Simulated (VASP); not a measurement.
Write the native input for VASP 6.6.1 that does the following.

| Item | Value |
| --- | --- |
| Task | single point |
| Functional | PBE |
| Potentials or basis | VASP PAW PBE potentials, release 64 (Mo_sv, Ru_pv) |
| Cutoff | 520 eV |
| k mesh | 6 × 6 × 4 |
| Occupations | gaussian, width 0.2 eV |
| Spin | no spin polarisation |
| Dipole correction | no |
| Further INCAR settings | ALGO = Fast; EDIFF = 1e-06; NBANDS = 96 |

The structure of MoRu5 lies in POSCAR:

```
MoRu5
1.0
    0.0000000000      0.0000000000      4.3163340000
    4.7544261098      0.0000000289      0.0000000000
   -0.0000000500      8.2349075830      0.0000000000
Mo Ru
2 10
Direct
    0.0000000000      0.0000000000      0.0000000000
    0.0000000000      0.5000000000      0.5000000000
    0.0000000000      0.0000000000      0.3333333333
    0.0000000000      0.5000000000      0.8333333333
    0.0000000000      0.5000000000      0.1666666667
    0.0000000000      1.0000000000      0.6666666667
    0.5000000000      0.3307605000      0.3307605000
    0.5000000000      0.8307605000      0.8307605000
    0.5000000000      0.8384790000      0.5000000000
    0.5000000000      0.3384790000      1.0000000000
    0.5000000000      0.8307605000      0.1692395000
    0.5000000000      0.3307605000      0.6692395000
```

The input as run:

INCAR

```
SYSTEM = MoRu5
  PREC = Accurate
  ENCUT = 520
  EDIFF = 1E-6
  ISMEAR = 0
  SIGMA = 0.2
  LREAL = .False.
  LASPH = .True.
  NELM = 80
  ALGO = Fast
  ISIF = 2
  LWAVE = .False.
  LCHARG = .False.
  GGA = PE
  NBANDS = 96
```

KPOINTS

```
Automatic mesh
0
Gamma
  6 6 4
  0 0 0
```

Potentials or basis: VASP PAW PBE potentials, release 64 (Mo_sv, Ru_pv).

Launch:

```sh
$ cat potpaw_PBE.64/Mo_sv/POTCAR potpaw_PBE.64/Ru_pv/POTCAR > POTCAR
$ mpirun -np 1 vasp_std > vasp.out
```

It gave:

- Pressure: 0.2 GPa
- Largest force: 0.010 eV/Å
- Band gap on the k mesh: zero (band 84 reaches 13.01 eV, above the bottom of band 85 at 11.78 eV)

Run time: 10 min on 1 thread of AMD EPYC 9R45 96-Core Processor (Zen 5) (shared host), peak memory 0.58 GiB.
